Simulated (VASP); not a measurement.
Set up this calculation in VASP 6.6.1, as the native input.

| Property | Result |
| --- | --- |
| Task | single point |
| Functional | PBE |
| Potentials or basis | VASP PAW PBE potentials, release 64 (Ga_d, O) |
| Cutoff | 520 eV |
| k mesh | 11 × 11 × 11 |
| Occupations | fermi-dirac, width 0.0612256 eV |
| Spin | no spin polarisation |
| Dipole correction | no |
| Further INCAR settings | ALGO = Normal; EDIFF = 1e-06; NBANDS = 69 |

The structure of Ga2O5 (cubic X2O5 type) lies in POSCAR:

```
Ga2O5
1.0
    5.0690484560      0.0000000000      0.0000000000
    0.0000000000      5.0690484560      0.0000000000
    0.0000000000      0.0000000000      5.0690484560
Ga O
4 10
Direct
    0.0000000000      0.0000000000      0.0000000000
    0.5000000000      0.5000000000      0.0000000000
    0.5000000000      0.0000000000      0.5000000000
    0.0000000000      0.5000000000      0.5000000000
    0.5000000000      0.0000000000      0.0000000000
    0.0000000000      0.5000000000      0.0000000000
    0.0000000000      0.0000000000      0.5000000000
    0.5000000000      0.5000000000      0.5000000000
    0.7500000000      0.7500000000      0.2500000000
    0.7500000000      0.2500000000      0.7500000000
    0.2500000000      0.7500000000      0.7500000000
    0.7500000000      0.2500000000      0.2500000000
    0.2500000000      0.7500000000      0.2500000000
    0.2500000000      0.2500000000      0.7500000000
```

The input as run:

INCAR

```
SYSTEM = Ga2O5
ALGO = Normal
EDIFF = 1E-6
ENCUT = 520
GGA = PE
ISIF = 2
ISMEAR = -1
LASPH = .TRUE.
LCHARG = .FALSE.
LREAL = .FALSE.
LWAVE = .FALSE.
NBANDS = 69
NELM = 80
PREC = Accurate
SIGMA = 0.06122561905347299
```

KPOINTS

```
k-points
0
G
  11 11 11
  0 0 0
```

Potentials or basis: VASP PAW PBE potentials, release 64 (Ga_d, O).

Command:

```bash
$ cat potpaw_PBE.64/Ga_d/POTCAR potpaw_PBE.64/O/POTCAR > POTCAR
$ mpirun -np 1 vasp_std > vasp.out
```

Results of the run:

The pressure is 7.0 GPa and the band gap on the k mesh is zero (bands 56 and 57 overlap by 0.44 eV).

Caveat: the cell stands under pressure.

Run time: 7.4 min on 1 thread of Intel(R) Xeon(R) Platinum 8259CL CPU @ 2.50GHz (Skylake/Cascade Lake), on a shared host, peak memory 0.46 GiB.
